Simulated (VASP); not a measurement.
# Ni (P6_3/mmc) in VASP: further runs

The runs below take Ni through single point, with LDA.

Everything below comes from runs of VASP 6.6.1. Logs are shortened: lines on timing, memory, paths and dates and some standing lists are left out, and cuts for length are marked.

### Step 1. The cell of the first run

The structure is hexagonal, space group P6_3/mmc (No. 194). The conventional cell has a = 2.448 Å, b = 2.448 Å, c = 4.073 Å, α = 90.00°, β = 90.00°, γ = 120.00°. Ni (site symmetry -6m2) has 12 Ni at 2.45 to 2.48 Å within 3.2 Å.

### Step 2. Single point, LDA, collinear spin, ferromagnetic start

INCAR

```
SYSTEM = Ni
ALGO = Normal
EDIFF = 1E-6
ENCUT = 520
ISIF = 2
ISMEAR = -1
ISPIN = 2
LASPH = .TRUE.
LCHARG = .FALSE.
LMAXMIX = 4
LORBIT = 11
LREAL = .FALSE.
LWAVE = .FALSE.
MAGMOM = 1.5 1.5
NBANDS = 21
NELM = 150
PREC = Accurate
SIGMA = 0.1
```

KPOINTS

```
k-points
0
G
  8 8 5
  0 0 0
```

POSCAR

```
Ni
1.0
    2.4480230000      0.0000000000      0.0000000000
   -1.2240110000      2.1200500000      0.0000000000
    0.0000000000      0.0000000000      4.0728080000
Ni
2
Direct
    0.3333333333      0.6666666667      0.2500000000
    0.6666666667      0.3333333333      0.7500000000
```

Potentials or basis: VASP PAW LDA potentials, release 64 (Ni).

Launch:

```sh
$ cat potpaw_LDA.64/Ni/POTCAR > POTCAR
$ mpirun -np 1 vasp_std > vasp.out
```

OUTCAR:

```text
SYSTEM = Ni
   EDIFF = 1E-6
   ENCUT = 520
   ISIF = 2
   ISMEAR = -1
   ISPIN = 2
   LASPH = .TRUE.
   LORBIT = 11
   LREAL = .FALSE.
   NELM = 150
   PREC = Accurate

 ion  position               nearest neighbor table
   1  0.333  0.667  0.250-   2 2.48   2 2.48   2 2.48   2 2.48   2 2.48   2 2.48
   2  0.667  0.333  0.750-   1 2.48   1 2.48   1 2.48   1 2.48   1 2.48   1 2.48

  LATTYP: Found a hexagonal cell.
 ALAT       =     2.4480230000
 C/A-ratio  =     1.6637131269

  Lattice vectors:

 A1 = (   2.4480230000,   0.0000000000,   0.0000000000)
 A2 = (  -1.2240110000,   2.1200500000,   0.0000000000)
 A3 = (   0.0000000000,   0.0000000000,   4.0728080000)

Analysis of symmetry for initial positions (statically):
=====================================================================
 Subroutine PRICEL returns:
 Original cell was already a primitive cell.

 Routine SETGRP: Setting up the symmetry group for a
 hexagonal supercell.

 Subroutine GETGRP returns: Found 24 space group operations
 (whereof 12 operations were pure point group operations)
 out of a pool of 24 trial point group operations.

The static configuration has the point symmetry D_3d.
 The point group associated with its full space group is D_6h.

Analysis of symmetry for dynamics (positions and initial velocities):
=====================================================================
 Subroutine PRICEL returns:
 Original cell was already a primitive cell.

 Routine SETGRP: Setting up the symmetry group for a
 hexagonal supercell.

 Subroutine GETGRP returns: Found 24 space group operations
 (whereof 12 operations were pure point group operations)
 out of a pool of 24 trial point group operations.

The dynamic configuration has the point symmetry D_3d.
 The point group associated with its full space group is D_6h.

Analysis of structural, dynamic, and magnetic symmetry:
=====================================================================
 Subroutine PRICEL returns:
 Original cell was already a primitive cell.

 Routine SETGRP: Setting up the symmetry group for a
 hexagonal supercell.

 Subroutine GETGRP returns: Found 24 space group operations
 (whereof 12 operations were pure point group operations)
 out of a pool of 24 trial point group operations.

The overall configuration has the point symmetry D_3d.
 The point group associated with its full space group is D_6h.

 Subroutine INISYM returns: Found 24 space group operations
 (whereof 12 operations are pure point group operations),
 and found     1 'primitive' translations

[... 115 lines left out ...]
  volume/ion in A,a.u.               =      10.57        71.32
  Fermi-wavevector in a.u.,A,eV,Ry     =   1.607187  3.037142 35.144515  2.583049
  Thomas-Fermi vector in A             =   2.703255
   LORBIT       =     11    0 simple, 1 ext, 2 COOP (PROOUT), +10 PAW based schemes
   GGA     = CA    functional components
   LHFCALC =     F    Hartree Fock is set to
   AEXX    =    0.0000 exact exchange contribution
   IVDW    =     0    specifies the selected vdW correction
   LEPSILON=     F    determine dielectric tensor
   LRPA    =     F    only Hartree local field effects (RPA)
 spin polarized calculation
  energy-cutoff  :      520.00
  volume of cell :       21.14
 maximum number of plane-waves:       585
   NGX =  9   NGY =  9   NGZ = 15

 number of electron      19.9999997 magnetization       1.2703573

 Free energy of the ion-electron system (eV)
  ---------------------------------------------------
  ext. energy  EPLUGINS =         0.00000000
  ---------------------------------------------------
  free energy    TOTEN  =       -13.13650006 eV

  energy without entropy =      -13.01103596  energy(sigma->0) =      -13.07376801

 E-fermi :   9.4541     XC(G=0): -13.7848

 val. band max:        9.4535861282   @ k =   0.3750   0.1250   0.4000
 cond. band min:       9.4549544036   @ k =   0.3750   0.0000   0.0000
 fundamental gap:      0.0013682754
 Fermi energy:         9.4541102882

 spin component 1

 k-point     1 :       0.0000    0.0000    0.0000
  band No.  band energies     occupation
      1       0.2531      1.00000
      2       4.4636      1.00000
      3       6.9398      1.00000
      4       7.1017      1.00000
      5       7.1017      1.00000
      6       7.3676      1.00000
[... 565 lines left out ...]
     20      32.3227      0.00000
     21      35.9150      0.00000

 [... further k-points ...]

 spin component 2

 k-point     1 :       0.0000    0.0000    0.0000
  band No.  band energies     occupation
      1       0.3092      1.00000
      2       4.8435      1.00000
      3       7.5524      1.00000
      4       7.7162      1.00000
      5       7.7162      1.00000
      6       7.9977      1.00000
[... 565 lines left out ...]
     20      32.4425      0.00000
     21      36.0718      0.00000

 [... further k-points ...]

------------------------ aborting loop because EDIFF is reached ----------------------------------------

  FORCE on cell =-STRESS in cart. coord.  units (eV):
  Direction    XX          YY          ZZ          XY          YZ          ZX
  --------------------------------------------------------------------------------------
  -------------------------------------------------------------------------------------
  Total       -1.1803239     -1.1803238     -1.7321754     -0.0000003      0.0000000      0.0000000
  in kB      -89.4656362    -89.4656271   -131.2946148     -0.0000211      0.0000000      0.0000000
  external PRESSURE =    -103.4086260 kB  Pullay stress =       0.0000000 kB

 VOLUME and BASIS-vectors are now :
 -----------------------------------------------------------------------------
  energy-cutoff  :      520.00
  volume of cell :       21.14
      direct lattice vectors                 reciprocal lattice vectors
     2.448023000  0.000000000  0.000000000     0.408492894  0.235843398  0.000000000
    -1.224011000  2.120050000  0.000000000     0.000000000  0.471686989  0.000000000
     0.000000000  0.000000000  4.072808000     0.000000000  0.000000000  0.245530848

 POSITION                                       TOTAL-FORCE (eV/Angst)
 -----------------------------------------------------------------------------------
      0.00000      1.41337      1.01820        -0.000000     -0.000000      0.000000
      1.22401      0.70668      3.05461         0.000000      0.000000     -0.000000
 -----------------------------------------------------------------------------------
    total drift:                               -0.000000      0.000000     -0.000000

  FREE ENERGIE OF THE ION-ELECTRON SYSTEM (eV)
  ---------------------------------------------------
  free  energy   TOTEN  =       -13.1365000638 eV

  energy  without entropy=      -13.0110359615  energy(sigma->0) =      -13.07376801

 total charge

# of ion       s       p       d       tot
------------------------------------------
    1        0.512   0.523   8.338   9.374
    2        0.512   0.523   8.338   9.374
--------------------------------------------------
tot          1.025   1.046  16.676  18.747

 magnetization (x)

# of ion       s       p       d       tot
------------------------------------------
    1       -0.003  -0.016   0.656   0.637
    2       -0.003  -0.016   0.656   0.637
--------------------------------------------------
tot         -0.006  -0.032   1.312   1.274
```

stdout:

```text
POSCAR found type information on POSCAR Ni
 POSCAR found :  1 types and       2 ions
 scaLAPACK will be used
 LDA part: xc-table for (Slater(with rela. corr.)+CA(PZ))
 , standard interpolation
 POSCAR, INCAR and KPOINTS ok, starting setup
 FFT: planning ... GRIDC
 FFT: planning ... GRID_SOFT
 FFT: planning ... GRID
 WAVECAR not read
 entering main loop
```

Run time: 12 s. Hardware: 1 thread of Intel Xeon 6975P-C (Granite Rapids), shared host; peak memory 0.13 GiB.

Results:

* Free energy: -13.1365 eV
* Pressure: -10.3 GPa
* Net moment: 1.27 μB per cell
* Site moments: Ni +0.64 μB
* Valence electrons inside the program's atomic spheres: Ni 9.37

Caveat: the k points lie up to 0.37 Å⁻¹ apart.

### Step 3. Single point, LDA, collinear spin, ferromagnetic start

INCAR

```
  PREC = Accurate
  ENCUT = 520
  EDIFF = 1E-6
  ISMEAR = -1
  SIGMA = 0.1
  LREAL = False
  LASPH = True
  NELM = 150
  ALGO = Normal
  ISIF = 2
  LWAVE = False
  LCHARG = True
  ISPIN = 2
  MAGMOM = 1.5 1.5
  LORBIT = 11
  LMAXMIX = 4
  LELF = True
  LVHAR = True
  NBANDS = 21
```

KPOINTS

```
regular mesh
0
Gamma
  10 10 6
```

POSCAR is that of step 2.

Potentials or basis: VASP PAW LDA potentials, release 64 (Ni).

Launch:

```sh
$ cat potpaw_LDA.64/Ni/POTCAR > POTCAR
$ mpirun -np 1 vasp_std > vasp.out
```

Run time: 20 s. Hardware: 1 thread of Intel Xeon 6975P-C (Granite Rapids), shared host; peak memory 0.14 GiB.

Results (log left out):

| Property | Result |
| --- | --- |
| Free energy | -13.1346 eV |
| Pressure | -10.4 GPa |
| Net moment | 1.24 μB per cell |
| Site moments | Ni +0.62 μB |
| Valence electrons inside the program's atomic spheres | Ni 9.37 |

Stress tensor (GPa, compression positive):
```
 -9.10   0.00   0.00
  0.00  -9.10   0.00
  0.00   0.00 -13.12
```

Levels at points of the mesh, in eV from the Fermi level:
Spin up:
```tsv
k point	band 9	band 10	band 11	band 12	band 13	band 14
(0.00, 0.00, 0.00)	-1.58	-0.64	-0.64	-0.51	5.64	23.16
(0.50, 0.00, 0.00)	-0.47	-0.38	1.30	3.23	9.43	9.96
(0.00, 0.00, 0.50)	-0.94	-0.94	-0.94	-0.94	14.24	14.24
(0.50, 0.00, 0.50)	-0.42	-0.42	1.51	1.51	7.07	7.07
```
Spin down:
| k point | band 7 | band 8 | band 9 | band 10 | band 11 | band 12 |
| --- | --- | --- | --- | --- | --- | --- |
| (0.00, 0.00, 0.00) | -1.47 | -0.97 | -0.97 | -0.47 | 0.00 | 0.00 |
| (0.50, 0.00, 0.00) | -1.48 | 0.18 | 0.18 | 0.31 | 1.74 | 3.60 |
| (0.00, 0.00, 0.50) | -1.78 | -1.78 | -0.30 | -0.30 | -0.30 | -0.30 |
| (0.50, 0.00, 0.50) | -0.39 | -0.39 | 0.26 | 0.26 | 1.71 | 1.71 |

### Step 4. Single point, LDA, collinear spin, ferromagnetic start

INCAR

```
ALGO = Normal ; EDIFF = 1E-6
ENCUT = 520 ; GGA = CA
ISIF = 2 ; ISMEAR = -1
ISPIN = 2 ; LASPH = True
LCHARG = False ; LMAXMIX = 4
LORBIT = 11 ; LREAL = False
LWAVE = False ; MAGMOM = 1.5 1.5
NBANDS = 21 ; NELM = 150
PREC = Accurate ; SIGMA = 0.1
```

KPOINTS

```
k-points
0
Gamma
  13 13 7
```

POSCAR is that of step 3.

Launch:

```sh
$ cat potpaw_LDA.64/Ni/POTCAR > POTCAR
$ mpirun -np 1 vasp_std > vasp.out
```

It took 33 s on 1 thread of Intel Xeon 6975P-C (Granite Rapids), shared host; peak memory 0.16 GiB.

Results (log left out):

```
Free energy                                           : -13.1355 eV
Pressure                                              : -10.6 GPa
Net moment                                            : 1.16 μB per cell
Site moments                                          : Ni +0.58 μB
Valence electrons inside the program's atomic spheres : Ni 9.37
```

Stress tensor (GPa, compression positive):
```
 -9.43   0.00   0.00
  0.00  -9.43   0.00
  0.00   0.00 -12.90
```

Levels at points of the mesh, in eV from the Fermi level:
Spin up:
```csv
k point,band 9,band 10,band 11,band 12,band 13,band 14
"(0.00, 0.00, 0.00)",-1.55,-0.61,-0.61,-0.51,5.66,23.16
```
Spin down:
```
           k point  band 7  band 8  band 9  band 10  band 11  band 12
(0.00, 0.00, 0.00)   -1.48   -0.98   -0.98    -0.48     0.00     0.00
```

### Step 5. Overview

```csv
k mesh,gap on the mesh (eV),pressure (GPa),moment (μB)
8 × 8 × 5,none,-10.3,1.27
10 × 10 × 6,none,-10.4,1.24
13 × 13 × 7,none,-10.6,1.16
```

Alike in all rows: task single point; level LDA; potentials or basis VASP PAW LDA potentials, release 64 (Ni); spin collinear, ferromagnetic start; cell as given; cutoff (eV) 520; smearing fermi-dirac 0.1 eV.

Caveats: some runs use coarse meshes.

Total energies depend on the potentials used, so only differences within one code and one set of settings carry meaning.
